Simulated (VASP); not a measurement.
Pd: single point with PBE

The system is Pd, a slab with vacuum.

```
CELL_PARAMETERS angstrom
2.78887 0.00000 0.00000
0.00000 2.78887 0.00000
0.00000 0.00000 14.87720
ATOMIC_POSITIONS crystal
Pd 0.00000 0.00000 0.36969
Pd 0.50000 0.50000 0.50000
Pd 0.00000 0.00000 0.63031
```

```yaml
Program: VASP 6.6.1
Task: single point
Functional: PBE
Potentials_or_basis: VASP PAW PBE potentials, release 64 (Pd)
Cutoff: 400 eV
k_mesh: 12 × 12 × 1
Occupations: fermi-dirac, width 0.05 eV
Spin: no spin polarisation
Dipole_correction: yes
Further_INCAR_settings: ALGO = Normal; EDIFF = 1e-06; NBANDS = 22; NELMDL = -8
```

```yaml
Largest_force: 0.014 eV/Å
Band_gap_on_the_k_mesh: zero (band 15 reaches 1.12 eV, above the bottom of band 16 at 0.41 eV)
```

Forces on the atoms (eV/Å):
```
Pd   0.000  0.000  0.014
Pd   0.000  0.000  0.000
Pd   0.000  0.000 -0.014
```

Levels at points of the mesh, in eV from the Fermi level:
| k point | band 12 | band 13 | band 14 | band 15 | band 16 | band 17 | band 18 | band 19 |
| --- | --- | --- | --- | --- | --- | --- | --- | --- |
| (0.00, 0.00, 0.00) | -0.92 | -0.89 | -0.31 | 0.01 | 0.06 | 0.06 | 0.68 | 2.67 |
| (0.50, 0.00, 0.00) | -0.70 | -0.28 | -0.25 | -0.03 | 1.81 | 2.21 | 2.33 | 5.05 |
| (0.50, 0.50, 0.00) | -0.16 | 0.30 | 0.54 | 0.54 | 4.77 | 4.77 | 7.86 | 7.86 |

It took 89 s on 1 thread of Intel(R) Xeon(R) Platinum 8488C (Sapphire Rapids), on a shared host, peak memory 0.19 GiB.
